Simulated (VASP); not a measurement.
A run of VASP 6.6.1 is set up as follows.

The input INCAR:

```
  ALGO = Normal
  EDIFF = 1E-6
  ENCUT = 520
  GGA = PE
  ISIF = 2
  ISMEAR = -1
  IVDW = 12
  LASPH = True
  LCHARG = False
  LREAL = Auto
  LWAVE = False
  NBANDS = 64
  NELM = 100
  PREC = Accurate
  SIGMA = 0.05
```

The input KPOINTS:

```
k-points
0
Gamma
  1 1 1
```

The input POSCAR:

```
HCS2F
1.0
    7.8427630000      0.0000000000      0.0000000000
    0.0000000000      7.8427630000      0.0000000000
    0.0000000000      0.0000000000      7.8427630000
F H S C
4 4 8 4
Direct
   -0.0932324488      0.2407059859      0.7661585592
    0.7533952001      0.3173626438      1.0262327193
    0.8482469762      0.4638033815      0.3069326461
    0.4628598365      0.7624736333      0.1806888720
   -0.0715564145      0.3457709993      0.7093545986
    0.8173777532      0.2875262200      0.9302971415
    0.8335710259      0.3770482418      0.2156637909
    0.5637426504      0.7195678360      0.1280926123
    0.9046046655      0.9438382876      0.4437721757
    1.1032718954      1.1276510587      0.1564244642
    0.5108021242      0.2154725318      0.3808351725
    0.3400842280      0.0996205036      0.7172727265
    0.2515057512      0.7010794538      0.8562161065
    0.1308977461      0.4879657845      0.5404090370
    0.8387222717      0.6875765594      0.9991886788
    0.6215411584      0.6153953651      0.6752084693
    1.0123473067      1.0175623055      0.2947940668
    0.4399214920      0.1517322403      0.5552507452
    0.1903155814      0.5987940730      0.6988990997
    0.7309796305      0.6623686066      0.8342340576
```

Potentials or basis: VASP PAW PBE potentials, release 64 (F, H, S, C).

Launch:

```sh
$ cat potpaw_PBE.64/F/POTCAR potpaw_PBE.64/H/POTCAR potpaw_PBE.64/S/POTCAR potpaw_PBE.64/C/POTCAR > POTCAR
$ mpirun -np 1 vasp_gam > vasp.out
```

(1) Estimate the dispersion energy per atom.

(2) What does it give for the pressure?

(3) Estimate the largest force.

(4) What does it give for the band gap on the k mesh?

Answers

(1) -0.085 eV.

(2) 0.0 GPa.

(3) 2.094 eV/Å.

(4) 3.16 eV.

Caveat: the k points lie up to 0.80 Å⁻¹ apart.
